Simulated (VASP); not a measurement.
Set up this calculation in VASP 6.6.1, as the native input.

```
Task                   : single point
Functional             : PBE
Potentials or basis    : VASP PAW PBE potentials, release 64 (B, N)
Cutoff                 : 520 eV
k mesh                 : 6 × 6 × 6
Occupations            : gaussian, width 0.05 eV
Spin                   : no spin polarisation
Dipole correction      : no
Further INCAR settings : ALGO = Normal; EDIFF = 1e-07; NBANDS = 16
```

The structure of BN lies in POSCAR:

```
BN
1.0
    0.0000000000     -1.8123937734     -1.8123937734
   -1.8123937734      0.0000000000     -1.8123937734
    1.8123937734      1.8123937734     -3.6247875468
B N
2 2
Direct
    0.0212466220      0.0265740297      0.0000000000
    0.4787533780      0.4734259703      0.5000000000
    0.3967430561      0.4021949404      0.8750000000
    0.8532569439      0.8478050596      0.3750000000
```

This cell differs from its parent crystal: mode 4 frozen in at -0.085 Å and mode 5 at -0.068 Å (largest displacements).

These files were run (other wordings do the same):

INCAR

```
PREC = Accurate ; ENCUT = 520
EDIFF = 1E-7 ; ISMEAR = 0
SIGMA = 0.05 ; LREAL = F
LASPH = T ; NELM = 100
ALGO = Normal ; ISIF = 2
LWAVE = F ; LCHARG = T
GGA = PE ; LELF = T
LVHAR = T ; NBANDS = 16
```

KPOINTS

```
regular mesh
0
Gamma
  6 6 6
```

Potentials or basis: VASP PAW PBE potentials, release 64 (B, N).

The run is started by

```sh
$ cat potpaw_PBE.64/B/POTCAR potpaw_PBE.64/N/POTCAR > POTCAR
$ mpirun -np 1 vasp_std > vasp.out
```

Results of the run:

* Pressure: -0.1 GPa
* Largest force: 1.337 eV/Å
* Band gap on the k mesh: 4.23 eV, indirect (least direct gap 6.20 eV)

Caveat: the k points lie up to 0.48 Å⁻¹ apart; the cell differs from its parent crystal (mode 4 frozen in at -0.085 Å and mode 5 at -0.068 Å (largest displacements)); forces of over 1 eV/Å act on the atoms, so gaps and moduli don't describe the material at rest.

Wall time 88 s on 1 thread of AMD EPYC 7R13 (shared host), peak memory 0.13 GiB.
